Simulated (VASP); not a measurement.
# CaSi2N3 (P6/mmm) in VASP: relaxation of cell and atoms with PBE

Aim: the relaxation of cell and atoms of CaSi2N3 with PBE.

Program: VASP 6.6.1. These are calculated values, not measurements. Logs are shortened: lines on timing, memory, paths and dates and some standing lists are left out, and cuts for length are marked.

## Step 1: The cell of the first run

The structure is hexagonal, space group P6/mmm (No. 191). The conventional cell has a = 5.654 Å, b = 5.654 Å, c = 4.151 Å, α = 90.00°, β = 90.00°, γ = 120.00°. Within 3.7 Å of Ca (site symmetry 6/mmm) lie 6 N at 2.83 Å and 6 Si at 3.26 Å. Within 2.2 Å of Si (site symmetry -6m2) lie 3 N at 1.63 Å. Within 2.2 Å of N (site symmetry mmm) lie 2 Si at 1.63 Å.

The cell was generated, and may not be a known phase.

## Step 2: Relaxation of cell and atoms, PBE

File INCAR:

```
PREC = Accurate
ENCUT = 600
EDIFF = 1E-6
ISMEAR = 0
SIGMA = 0.1
LREAL = False
LASPH = True
NELM = 80
ALGO = Normal
ISIF = 3
LWAVE = False
LCHARG = False
GGA = PE
IBRION = 2
NSW = 100
EDIFFG = -0.01
```

File KPOINTS:

```
regular mesh
0
Gamma
  12 12 10
```

File POSCAR:

```
CaSi2N3
1.0
    5.6542311340      0.0000000000      0.0000000000
   -2.8271155670      4.8967078009      0.0000000000
    0.0000000000      0.0000000000      4.1507145455
Ca Si N
1 2 3
Direct
    0.0000000000      0.0000000000      0.0000000000
    0.3333333333      0.6666666667      0.0000000000
    0.6666666667      0.3333333333      0.0000000000
    0.5000000000      0.0000000000      0.0000000000
    0.0000000000      0.5000000000      0.0000000000
    0.5000000000      0.5000000000      0.0000000000
```

Potentials or basis: VASP PAW PBE potentials, release 64 (Ca_sv, Si, N).

Started as:

```
$ cat potpaw_PBE.64/Ca_sv/POTCAR potpaw_PBE.64/Si/POTCAR potpaw_PBE.64/N/POTCAR > POTCAR
$ mpirun -np 1 vasp_std > vasp.out
```

OUTCAR:

```text
PREC = Accurate
   ENCUT = 600
   EDIFF = 1E-6
   ISMEAR = 0
   LREAL = False
   LASPH = True
   NELM = 80
   ISIF = 3
   GGA = PE
   IBRION = 2
   NSW = 100
   EDIFFG = -0.01

 ion  position               nearest neighbor table
   1  0.000  0.000  0.000-
   2  0.333  0.667  0.000-   4 1.63   5 1.63   6 1.63
   3  0.667  0.333  0.000-   4 1.63   5 1.63   6 1.63
   4  0.500  0.000  0.000-   2 1.63   3 1.63
   5  0.000  0.500  0.000-   2 1.63   3 1.63
   6  0.500  0.500  0.000-   2 1.63   3 1.63

  LATTYP: Found a hexagonal cell.
 ALAT       =     5.6542311340
 C/A-ratio  =     0.7340900022

  Lattice vectors:

 A1 = (   5.6542311340,   0.0000000000,   0.0000000000)
 A2 = (  -2.8271155670,   4.8967078009,   0.0000000000)
 A3 = (   0.0000000000,   0.0000000000,   4.1507145455)

Analysis of symmetry for initial positions (statically):
=====================================================================
 Subroutine PRICEL returns:
 Original cell was already a primitive cell.

 Routine SETGRP: Setting up the symmetry group for a
 hexagonal supercell.

 Subroutine GETGRP returns: Found 24 space group operations
 (whereof 24 operations were pure point group operations)
 out of a pool of 24 trial point group operations.

The static configuration has the point symmetry D_6h.

Analysis of symmetry for dynamics (positions and initial velocities):
=====================================================================
 Subroutine PRICEL returns:
 Original cell was already a primitive cell.

 Routine SETGRP: Setting up the symmetry group for a
 hexagonal supercell.

 Subroutine GETGRP returns: Found 24 space group operations
 (whereof 24 operations were pure point group operations)
 out of a pool of 24 trial point group operations.

The dynamic configuration has the point symmetry D_6h.

 Subroutine INISYM returns: Found 24 space group operations
 (whereof 24 operations are pure point group operations),
 and found     1 'primitive' translations

----------------------------------------------------------------------------------------

                                     Primitive cell

  volume of cell :     114.9213

  direct lattice vectors                    reciprocal lattice vectors
     5.654231134  0.000000000  0.000000000     0.176858706  0.102109421  0.000000000
    -2.827115567  4.896707801  0.000000000     0.000000000  0.204218843  0.000000000
     0.000000000  0.000000000  4.150714545     0.000000000  0.000000000  0.240922373

  length of vectors
     5.654231134  5.654231134  4.150714545     0.204218843  0.204218843  0.240922373

  position of ions in fractional coordinates (direct lattice)
     0.000000000  0.000000000  0.000000000
     0.333333333  0.666666667  0.000000000
     0.666666667  0.333333333  0.000000000
     0.500000000  0.000000000  0.000000000
     0.000000000  0.500000000  0.000000000
     0.500000000  0.500000000  0.000000000

  ion indices of the primitive-cell ions
   primitive index   ion index
                 1           1
                 2           2
                 3           3
                 4           4
                 5           5
                 6           6

----------------------------------------------------------------------------------------

 KPOINTS: regular mesh

Automatic generation of k-mesh.
 Grid dimensions read from file:
 generate k-points for:   12   12   10

 Generating k-lattice:

  Cartesian coordinates                     Fractional coordinates (reciprocal lattice)
     0.014738225  0.008509118  0.000000000     0.083333333  0.000000000  0.000000000
     0.000000000  0.017018237  0.000000000     0.000000000  0.083333333  0.000000000
     0.000000000  0.000000000  0.024092237     0.000000000  0.000000000  0.100000000

  Length of vectors
     0.017018237  0.017018237  0.024092237

  Shift w.r.t. Gamma in fractional coordinates (k-lattice)
     0.000000000  0.000000000  0.000000000

 Subroutine IBZKPT returns following result:
 ===========================================

 Found    114 irreducible k-points:

 Following reciprocal coordinates:
            Coordinates               Weight
  0.000000  0.000000  0.000000      1.000000
  0.083333  0.000000  0.000000      6.000000
  0.166667  0.000000  0.000000      6.000000
  0.250000  0.000000  0.000000      6.000000
  0.333333  0.000000  0.000000      6.000000
  0.416667  0.000000  0.000000      6.000000
[... 16 lines left out ...]
  0.250000  0.000000  0.100000     12.000000
  0.333333  0.000000  0.100000     12.000000
 [... further k-points ...]
   k-points           NKPTS =    114   k-points in BZ     NKDIM =    114   number of bands    NBANDS=     20
   number of dos      NEDOS =    301   number of ions     NIONS =      6
   total plane-waves  NPLWV =  82944
   dimension x,y,z NGX =    48 NGY =   48 NGZ =   36
   dimension x,y,z NGXF=    96 NGYF=   96 NGZF=   72
   ions per type =               1   2   3
   NGX,Y,Z   is equivalent  to a cutoff of  14.11, 14.11, 14.42 a.u.
   NGXF,Y,Z  is equivalent  to a cutoff of  28.23, 28.23, 28.84 a.u.
 SYSTEM =  unknown system
   PREC   = accura    normal or accurate (medium, high low for compatibility)
   ISTART =      0    job   : 0-new  1-cont  2-samecut
   ICHARG =      2    charge: 1-file 2-atom 10-const
   ISPIN  =      1    spin polarized calculation?
   LNONCOLLINEAR =      F non collinear calculations
   LSORBIT =      F    spin-orbit coupling
   LASPH  =      T    aspherical Exc in radial PAW
   ENCUT  =  600.0 eV  44.10 Ry    6.64 a.u.  11.29 11.29  8.29*2*pi/ulx,y,z
   NELM   =     80;   NELMIN=  2; NELMDL= -5     # of ELM steps
   EDIFF  = 0.1E-05   stopping-criterion for ELM
   LREAL  =      F    real-space projection
   EDIFFG = -.1E-01   stopping-criterion for IOM
   NSW    =    100    number of steps for IOM
   IBRION =      2    ionic relax: 0-MD 1-quasi-New 2-CG
   NFREE  =      1    steps in history (QN), initial steepest desc. (CG)
   ISIF   =      3    stress and relaxation
   ISYM   =      2    0-nonsym 1-usesym 2-fastsym
   POTIM  = 0.5000    time-step for ionic-motion
   TEBEG  =    0.0;   TEEND  =   0.0 temperature during run
   PSTRESS=    0.0 pullay stress
   NELECT =      33.0000    total number of electrons
   NUPDOWN=      -1.0000    fix difference up-down
   EMIN   =  10.00;   EMAX   =-10.00  energy-range for DOS
   EFERMI =   0.00;   METHOD = LEGACY
   ISMEAR =     0;   SIGMA  =   0.10  broadening in eV -4-tet -1-fermi 0-gaus
   EFERMI_NEDOS =   21; number of points for ismear=-14 and -15
   IALGO  =     38    algorithm
   IMIX   =      4    mixing-type and parameters
     AMIX     =   0.40;   BMIX     =  1.00
     AMIX_MAG =   1.60;   BMIX_MAG =  1.00
  volume/ion in A,a.u.               =      19.15       129.25
  Fermi-wavevector in a.u.,A,eV,Ry     =   1.080055  2.041008 15.871457  1.166519
  Thomas-Fermi vector in A             =   2.216036
   LORBIT       =      0    0 simple, 1 ext, 2 COOP (PROOUT), +10 PAW based schemes
   GGA     = PE    functional components
   LHFCALC =     F    Hartree Fock is set to
   AEXX    =    0.0000 exact exchange contribution
   IVDW    =     0    specifies the selected vdW correction
   LEPSILON=     F    determine dielectric tensor
   LRPA    =     F    only Hartree local field effects (RPA)
 conjugate gradient relaxation of ions
 non-spin polarized calculation
 Gauss-broadening in eV      SIGMA  =   0.10
  energy-cutoff  :      600.00
  volume of cell :      114.92
 maximum number of plane-waves:      3880
 NGX is ok and might be reduce to    48
   NGX = 23   NGY = 23   NGZ = 17

--------------------------------------- Ionic step        1  -------------------------------------------

 number of electron      32.9999999 magnetization

 Free energy of the ion-electron system (eV)
  ---------------------------------------------------
  ext. energy  EPLUGINS =         0.00000000
  ---------------------------------------------------
  free energy    TOTEN  =       -41.14413321 eV

  energy without entropy =      -41.13923999  energy(sigma->0) =      -41.14168660

------------------------ aborting loop because EDIFF is reached ----------------------------------------

  FORCE on cell =-STRESS in cart. coord.  units (eV):
  Direction    XX          YY          ZZ          XY          YZ          ZX
  --------------------------------------------------------------------------------------
  -------------------------------------------------------------------------------------
  Total        0.0257115      0.0257115     -0.2959189      0.0000000      0.0000000      0.0000000
  in kB        0.3584576      0.3584576     -4.1255579      0.0000000      0.0000000      0.0000000
  external PRESSURE =      -1.1362143 kB  Pullay stress =       0.0000000 kB
[... 265 lines left out ...]
  energy  without entropy=      -41.1437805096  energy(sigma->0) =      -41.14619856

--------------------------------------- Ionic step        8  -------------------------------------------

 number of electron      32.9999994 magnetization

 Free energy of the ion-electron system (eV)
  ---------------------------------------------------
  ext. energy  EPLUGINS =         0.00000000
  ---------------------------------------------------
  free energy    TOTEN  =       -41.14886983 eV

  energy without entropy =      -41.14397302  energy(sigma->0) =      -41.14642143

 E-fermi :   4.5004     XC(G=0):  -8.5712

 val. band max:        4.4669366312   @ k =   0.3333   0.0000   0.2000
 cond. band min:       4.5204768922   @ k =   0.1667   0.1667   0.5000
 fundamental gap:      0.0535402610
 Fermi energy:         4.5003883384

 k-point     1 :       0.0000    0.0000    0.0000
  band No.  band energies     occupation
      1     -38.0080      2.00000
      2     -19.0173      2.00000
      3     -18.9953      2.00000
      4     -18.9953      2.00000
      5     -14.0005      2.00000
      6     -11.8532      2.00000
[... 12 lines left out ...]
     19       5.4954      0.00000
[... 513 lines left out ...]
      4     -18.9987      2.00000
      5     -13.6272      2.00000
      6     -12.5071      2.00000
[... 12 lines left out ...]
     19       6.1083      0.00000
     20       6.9637      0.00000

 [... further k-points ...]

------------------------ aborting loop because EDIFF is reached ----------------------------------------

  FORCE on cell =-STRESS in cart. coord.  units (eV):
  Direction    XX          YY          ZZ          XY          YZ          ZX
  --------------------------------------------------------------------------------------
  -------------------------------------------------------------------------------------
  Total       -0.0463783     -0.0463783      0.0535174      0.0000000     -0.0000000      0.0000000
  in kB       -0.6709142     -0.6709142      0.7741894      0.0000000     -0.0000000      0.0000000
  external PRESSURE =      -0.1892130 kB  Pullay stress =       0.0000000 kB
[... 21 lines left out ...]
  FREE ENERGIE OF THE ION-ELECTRON SYSTEM (eV)
  ---------------------------------------------------
  free  energy   TOTEN  =       -41.1488698332 eV

  energy  without entropy=      -41.1439730219  energy(sigma->0) =      -41.14642143

 reached required accuracy - stopping structural energy minimisation
```

Wall time 39 min (1 thread of Intel Xeon 8259CL, shared host); peak memory 0.54 GiB.

Results:

```yaml
Free_energy: -41.1489 eV
Relaxed_volume: 18.46 Å³/atom
Relaxed_cell: a = 5.656 Å, b = 5.656 Å, c = 3.997 Å, α = 90.00°, β = 90.00°, γ = 120.00°
Space_group_after_relaxing_to_0.1_Å: P6/mmm (No. 191)
Energy_gained_by_relaxing: 0.8 meV/atom
Ionic_steps: 8
Pressure_after_relaxing: 0.0 GPa
Band_gap_on_the_k_mesh: zero (an odd number of electrons rules out a gap without spin polarisation)
```

Stress tensor (GPa, compression positive):
```
-0.07  0.00  0.00
 0.00 -0.07  0.00
 0.00  0.00  0.08
```

The path:
```
step  energy change (eV)  largest force (eV/Å)  pressure (GPa)  volume (Å³)
   1              0.0000                0.0000           -0.11       114.92
   2             -0.0007                0.0000           -0.18       114.70
   3             -0.0023                0.0000           -0.35       114.02
   4             -0.0033                0.0000           -0.68       112.65
   5             -0.0035                0.0000           -0.64       112.56
   6             -0.0039                0.0000           -0.57       112.31
   7             -0.0045                0.0000           -0.38       111.79
   8             -0.0047                0.0000           -0.02       110.75
```

Final structure:
```
Ca Si N
1.0
     5.65615    0.00000    0.00000
    -2.82808    4.89837    0.00000
     0.00000    0.00000    3.99747
Ca Si N
1 2 3
Direct
  0.00000 0.00000 0.00000
  0.33333 0.66667 0.00000
  0.66667 0.33333 0.00000
  0.50000 0.00000 0.00000
  0.00000 0.50000 0.00000
  0.50000 0.50000 0.00000
```

Caveat: an odd number of electrons without spin polarisation forces a metal; a magnetic or distorted state may lie lower.

The gap in the log of VASP goes by the Fermi energy; the results here count the filled bands.